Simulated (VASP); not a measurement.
# BN (P6_3mc) in VASP: a series of runs, part 2 of 3

VASP 6.6.1.

## (4) Single point, PBEsol (strain -0.040 along x and y, +0.080 along z)

File INCAR:

```
SYSTEM = BN
  PREC = Accurate
  ENCUT = 520
  EDIFF = 1E-6
  ISMEAR = 0
  SIGMA = 0.05
  LREAL = .FALSE.
  LASPH = .TRUE.
  NELM = 100
  ALGO = Normal
  ISIF = 2
  LWAVE = .FALSE.
  LCHARG = .FALSE.
  GGA = PS
  NBANDS = 16
```

File KPOINTS:

```
Automatic mesh
0
G
  12 12 6
  0 0 0
```

File POSCAR:

```
BN
1.0
    2.4517820176      0.0000000000      0.0000000000
   -1.2258910088      2.1233055118      0.0000000000
    0.0000000000      0.0000000000      4.5650034000
B N
2 2
Direct
    0.6666666667      0.3333333333      0.9997240000
    0.3333333333      0.6666666667      0.4997240000
    0.6666666667      0.3333333333      0.6252760000
    0.3333333333      0.6666666667      0.1252760000
```

Potentials or basis: VASP PAW PBE potentials, release 64 (B, N).

Launch:

```bash
cat potpaw_PBE.64/B/POTCAR potpaw_PBE.64/N/POTCAR > POTCAR
mpirun -np 1 vasp_std > vasp.out
```

OUTCAR:

```text
SYSTEM = BN
   PREC = Accurate
   ENCUT = 520
   EDIFF = 1E-6
   ISMEAR = 0
   LREAL = .FALSE.
   LASPH = .TRUE.
   NELM = 100
   ISIF = 2
   GGA = PS

 ion  position               nearest neighbor table
   1  0.667  0.333  1.000-   4 1.53   4 1.53   4 1.53   3 1.71
   2  0.333  0.667  0.500-   3 1.53   3 1.53   3 1.53   4 1.71
   3  0.667  0.333  0.625-   2 1.53   2 1.53   2 1.53   1 1.71
   4  0.333  0.667  0.125-   1 1.53   1 1.53   1 1.53   2 1.71

  LATTYP: Found a hexagonal cell.
 ALAT       =     2.4517820176
 C/A-ratio  =     1.8619124242

  Lattice vectors:

 A1 = (   2.4517820176,   0.0000000000,   0.0000000000)
 A2 = (  -1.2258910088,   2.1233055118,   0.0000000000)
 A3 = (   0.0000000000,   0.0000000000,   4.5650034000)

Analysis of symmetry for initial positions (statically):
=====================================================================
 Subroutine PRICEL returns:
 Original cell was already a primitive cell.

 Routine SETGRP: Setting up the symmetry group for a
 hexagonal supercell.

 Subroutine GETGRP returns: Found 12 space group operations
 (whereof  6 operations were pure point group operations)
 out of a pool of 24 trial point group operations.

The static configuration has the point symmetry C_3v.
 The point group associated with its full space group is C_6v.

Analysis of symmetry for dynamics (positions and initial velocities):
=====================================================================
 Subroutine PRICEL returns:
 Original cell was already a primitive cell.

 Routine SETGRP: Setting up the symmetry group for a
 hexagonal supercell.

 Subroutine GETGRP returns: Found 12 space group operations
 (whereof  6 operations were pure point group operations)
 out of a pool of 24 trial point group operations.

The dynamic configuration has the point symmetry C_3v.
 The point group associated with its full space group is C_6v.

 Subroutine INISYM returns: Found 12 space group operations
 (whereof  6 operations are pure point group operations),
 and found     1 'primitive' translations

----------------------------------------------------------------------------------------

                                     Primitive cell

  volume of cell :      23.7649

  direct lattice vectors                    reciprocal lattice vectors
     2.451782018  0.000000000  0.000000000     0.407866602  0.235481892  0.000000000
    -1.225891009  2.123305512  0.000000000     0.000000000  0.470963785  0.000000000
     0.000000000  0.000000000  4.565003400     0.000000000  0.000000000  0.219057887

  length of vectors
     2.451782018  2.451782018  4.565003400     0.470963785  0.470963785  0.219057887

  position of ions in fractional coordinates (direct lattice)
     0.666666667  0.333333333  0.999724000
     0.333333333  0.666666667  0.499724000
     0.666666667  0.333333333  0.625276000
     0.333333333  0.666666667  0.125276000

  ion indices of the primitive-cell ions
   primitive index   ion index
                 1           1
                 2           2
                 3           3
                 4           4

----------------------------------------------------------------------------------------
[... 27 lines left out ...]
  0.000000  0.000000  0.000000      1.000000
  0.083333  0.000000  0.000000      6.000000
  0.166667  0.000000  0.000000      6.000000
  0.250000  0.000000  0.000000      6.000000
  0.333333  0.000000  0.000000      6.000000
  0.416667  0.000000  0.000000      6.000000
[... 16 lines left out ...]
  0.250000  0.000000  0.166667     12.000000
  0.333333  0.000000  0.166667     12.000000
 [... further k-points ...]
   k-points           NKPTS =     76   k-points in BZ     NKDIM =     76   number of bands    NBANDS=     16
   number of dos      NEDOS =    301   number of ions     NIONS =      4
   total plane-waves  NPLWV =  11664
   dimension x,y,z NGX =    18 NGY =   18 NGZ =   36
   dimension x,y,z NGXF=    36 NGYF=   36 NGZF=   72
   ions per type =               2   2
   NGX,Y,Z   is equivalent  to a cutoff of  12.21, 12.21, 13.11 a.u.
   NGXF,Y,Z  is equivalent  to a cutoff of  24.41, 24.41, 26.22 a.u.
 SYSTEM =  BN
   PREC   = accura    normal or accurate (medium, high low for compatibility)
   ISTART =      0    job   : 0-new  1-cont  2-samecut
   ICHARG =      2    charge: 1-file 2-atom 10-const
   ISPIN  =      1    spin polarized calculation?
   LNONCOLLINEAR =      F non collinear calculations
   LSORBIT =      F    spin-orbit coupling
   LASPH  =      T    aspherical Exc in radial PAW
   ENCUT  =  520.0 eV  38.22 Ry    6.18 a.u.   4.56  4.56  8.49*2*pi/ulx,y,z
   NELM   =    100;   NELMIN=  2; NELMDL= -5     # of ELM steps
   EDIFF  = 0.1E-05   stopping-criterion for ELM
   LREAL  =      F    real-space projection
   EDIFFG = 0.1E-04   stopping-criterion for IOM
   NSW    =      0    number of steps for IOM
   IBRION =     -1    ionic relax: 0-MD 1-quasi-New 2-CG
   NFREE  =      0    steps in history (QN), initial steepest desc. (CG)
   ISIF   =      2    stress and relaxation
   ISYM   =      2    0-nonsym 1-usesym 2-fastsym
   POTIM  = 0.5000    time-step for ionic-motion
   TEBEG  =    0.0;   TEEND  =   0.0 temperature during run
   PSTRESS=    0.0 pullay stress
   NELECT =      16.0000    total number of electrons
   NUPDOWN=      -1.0000    fix difference up-down
   EMIN   =  10.00;   EMAX   =-10.00  energy-range for DOS
   EFERMI =   0.00;   METHOD = LEGACY
   ISMEAR =     0;   SIGMA  =   0.05  broadening in eV -4-tet -1-fermi 0-gaus
   EFERMI_NEDOS =   21; number of points for ismear=-14 and -15
   IALGO  =     38    algorithm
   IMIX   =      4    mixing-type and parameters
     AMIX     =   0.40;   BMIX     =  1.00
     AMIX_MAG =   1.60;   BMIX_MAG =  1.00
  volume/ion in A,a.u.               =       5.94        40.09
  Fermi-wavevector in a.u.,A,eV,Ry     =   1.434838  2.711452 28.011149  2.058761
  Thomas-Fermi vector in A             =   2.554203
   LORBIT       =      0    0 simple, 1 ext, 2 COOP (PROOUT), +10 PAW based schemes
   GGA     = PS    functional components
   LHFCALC =     F    Hartree Fock is set to
   AEXX    =    0.0000 exact exchange contribution
   IVDW    =     0    specifies the selected vdW correction
   LEPSILON=     F    determine dielectric tensor
   LRPA    =     F    only Hartree local field effects (RPA)
 non-spin polarized calculation
 Gauss-broadening in eV      SIGMA  =   0.05
  energy-cutoff  :      520.00
  volume of cell :       23.76
 maximum number of plane-waves:       659
   NGX =  9   NGY =  9   NGZ = 17

 number of electron      16.0000003 magnetization

 Free energy of the ion-electron system (eV)
  ---------------------------------------------------
  ext. energy  EPLUGINS =         0.00000000
  ---------------------------------------------------
  free energy    TOTEN  =       -35.98846585 eV

  energy without entropy =      -35.98846585  energy(sigma->0) =      -35.98846585

 E-fermi :   7.9815     XC(G=0): -12.9792

 val. band max:        7.6685418916   @ k =   0.0000   0.0000   0.0000
 cond. band min:      12.1450411827   @ k =   0.3333   0.3333   0.0000
 fundamental gap:      4.4764992911
 Fermi energy:         7.9814796181

 k-point     1 :       0.0000    0.0000    0.0000
  band No.  band energies     occupation
      1     -12.9703      2.00000
      2      -9.8116      2.00000
      3      -3.6978      2.00000
      4       6.3061      2.00000
      5       6.3061      2.00000
      6       6.5636      2.00000
[... 433 lines left out ...]
      3      -1.0619      2.00000
      4      -0.0686      2.00000
      5       1.1707      2.00000
      6       3.8842      2.00000
[... 8 lines left out ...]
     15      23.5095      0.00000
     16      23.5328      0.00000

 [... further k-points ...]

------------------------ aborting loop because EDIFF is reached ----------------------------------------

  FORCE on cell =-STRESS in cart. coord.  units (eV):
  Direction    XX          YY          ZZ          XY          YZ          ZX
  --------------------------------------------------------------------------------------
  -------------------------------------------------------------------------------------
  Total        5.6341659      5.6341659    -10.1002375      0.0000000      0.0000000      0.0000000
  in kB      379.8435559    379.8435559   -680.9366672      0.0000000      0.0000000      0.0000000
  external PRESSURE =      26.2501482 kB  Pullay stress =       0.0000000 kB

 VOLUME and BASIS-vectors are now :
 -----------------------------------------------------------------------------
  energy-cutoff  :      520.00
  volume of cell :       23.76
      direct lattice vectors                 reciprocal lattice vectors
     2.451782018  0.000000000  0.000000000     0.407866602  0.235481892  0.000000000
    -1.225891009  2.123305512  0.000000000     0.000000000  0.470963785  0.000000000
     0.000000000  0.000000000  4.565003400     0.000000000  0.000000000  0.219057887

 POSITION                                       TOTAL-FORCE (eV/Angst)
 -----------------------------------------------------------------------------------
      1.22589      0.70777      4.56374        -0.000000      0.000000      0.440043
     -0.00000      1.41554      2.28124         0.000000     -0.000000      0.440043
      1.22589      0.70777      2.85439        -0.000000      0.000000     -0.440043
     -0.00000      1.41554      0.57189         0.000000     -0.000000     -0.440043
 -----------------------------------------------------------------------------------
    total drift:                               -0.000000     -0.000000      0.000920

  FREE ENERGIE OF THE ION-ELECTRON SYSTEM (eV)
  ---------------------------------------------------
  free  energy   TOTEN  =       -35.9884658501 eV

  energy  without entropy=      -35.9884658501  energy(sigma->0) =      -35.98846585
```

stdout:

```text
POSCAR found type information on POSCAR B N
 POSCAR found :  2 types and       4 ions
 scaLAPACK will be used
 -----------------------------------------------------------------------------
|                                                                             |
|                                                                             |
|     You enforced a specific xc type in the INCAR file but a different       |
|     I HOPE YOU KNOW WHAT YOU ARE DOING!                                     |
|                                                                             |
 -----------------------------------------------------------------------------

 LDA part: xc-table for (Slater+PW92), standard interpolation
 POSCAR, INCAR and KPOINTS ok, starting setup
 FFT: planning ... GRIDC
 FFT: planning ... GRID_SOFT
 FFT: planning ... GRID
 WAVECAR not read
 entering main loop
```

It took 29 s on 1 thread of AMD EPYC 7R43 (Zen 3), shared host; peak memory 0.11 GiB.

What came out:

```
Free energy            : -35.9885 eV
Pressure               : 2.6 GPa
Largest force          : 0.440 eV/Å
Band gap on the k mesh : 4.48 eV, indirect (least direct gap 4.63 eV)
```

Forces in eV/Å, atoms in the order of the input:
```
B    0.000  0.000  0.440
B    0.000  0.000  0.440
N    0.000  0.000 -0.440
N    0.000  0.000 -0.440
```

Stress tensor (GPa, compression positive):
```
 37.98   0.00   0.00
  0.00  37.98   0.00
  0.00   0.00 -68.09
```

Caveat: the cell differs from its parent crystal (strain -0.040 along x and y, +0.080 along z); the PAW data sets were made with another functional, which shifts forces and pressure a little. A k mesh can miss the band edges.

(Part 2 of 3 ends here.)
